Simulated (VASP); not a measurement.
Li3Au, 4 atoms in the cell. It takes space group I4/mmm (No. 139, tetragonal). The conventional cell has a = 4.052 Å, b = 4.052 Å, c = 7.602 Å, α = 90.00°, β = 90.00°, γ = 90.00°. Li (site symmetry -4m2) has 14 Li at 2.78 to 4.05 Å and 4 Au at 2.78 Å within 4.1 Å. Li (site symmetry 4/mmm) has 12 Li at 2.78 to 4.05 Å and 6 Au at 2.87 to 3.80 Å within 4.1 Å. Au (site symmetry 4/mmm) has 14 Li at 2.78 to 3.80 Å and 4 Au at 4.05 Å within 4.1 Å. 

```yaml
Program: VASP 6.6.1
Task: single point
Functional: PBEsol
Potentials_or_basis: VASP PAW PBE potentials, release 64 (Li_sv, Au)
Cutoff: 520 eV
k_mesh: 8 × 8 × 8
Occupations: fermi-dirac, width 0.1 eV
Spin: non-collinear spin, zero start, spin-orbit coupling
Starting_moments: "[[0.0, 0.0, 0.0], [0.0, 0.0, 0.0], [0.0, 0.0, 0.0], [0.0, 0.0, 0.0]] μB"
Dipole_correction: no
Further_INCAR_settings: ALGO = Normal; EDIFF = 1e-07; NBANDS = 34
```

Potentials or basis: VASP PAW PBE potentials, release 64 (Li_sv, Au).

Run with:

```bash
$ cat potpaw_PBE.64/Li_sv/POTCAR potpaw_PBE.64/Au/POTCAR > POTCAR
$ mpirun -np 1 vasp_ncl > vasp.out
```

Hardware: 1 thread of Intel Xeon 8259CL (shared host).

Problem. How long does it take, and how much memory?

Solution. It took 9.1 min on 1 thread of Intel Xeon 8259CL, with other jobs on the host, peak memory 0.49 GiB. Counts: scf iterations 14, k points 59.
